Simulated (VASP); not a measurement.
Cu:

```xyz
2
Lattice="-2.2477 2.2477 1.2272 2.2477 -2.2477 1.2272 2.2477 2.2477 -1.2272" Properties=species:S:1:pos:R:3 pbc="T T T"
Cu    0.0000    0.0000    0.0000
Cu    0.0000    2.2477    0.6136
```

```yaml
Program: VASP 6.6.1
Task: relaxation of cell and atoms
Functional: revPBE
Potentials_or_basis: VASP PAW PBE potentials, release 64 (Cu)
Cutoff: 600 eV
k_mesh: 14 × 14 × 10
Occupations: fermi-dirac, width 0.1 eV
Spin: no spin polarisation
```

At the start: pressure 12.1 GPa; volume 12.40 Å³/atom.

How do energy, volume and symmetry change on relaxing?

Over 7 steps the energy falls by 50.6 meV/atom and the volume is 13.62 Å³/atom (+9.8 %); space group I4_1/amd (No. 141, to 0.1 Å) before and after.

Step by step:
```tsv
step	energy change (eV)	largest force (eV/Å)	pressure (GPa)	volume (Å³)
1	0.0000	0.0015	12.14	24.80
2	-0.0883	0.0008	-3.56	28.32
3	-0.0986	0.0004	-0.44	27.35
4	-0.0986	0.0004	-0.60	27.40
5	-0.1012	0.0003	-0.24	27.30
6	-0.1013	0.0003	-0.12	27.28
7	-0.1013	0.0004	0.06	27.24
```

Final structure:
```
Cu
1.0
    -2.34811    2.34813    1.23364
     2.34813   -2.34811    1.23364
     2.35077    2.35077   -1.23359
Cu
2
Cartesian
  4.6989 0.0027 0.0001
  0.0013 2.3494 0.6168
```

Caveat: the PAW data sets were made with another functional, which shifts forces and pressure a little.
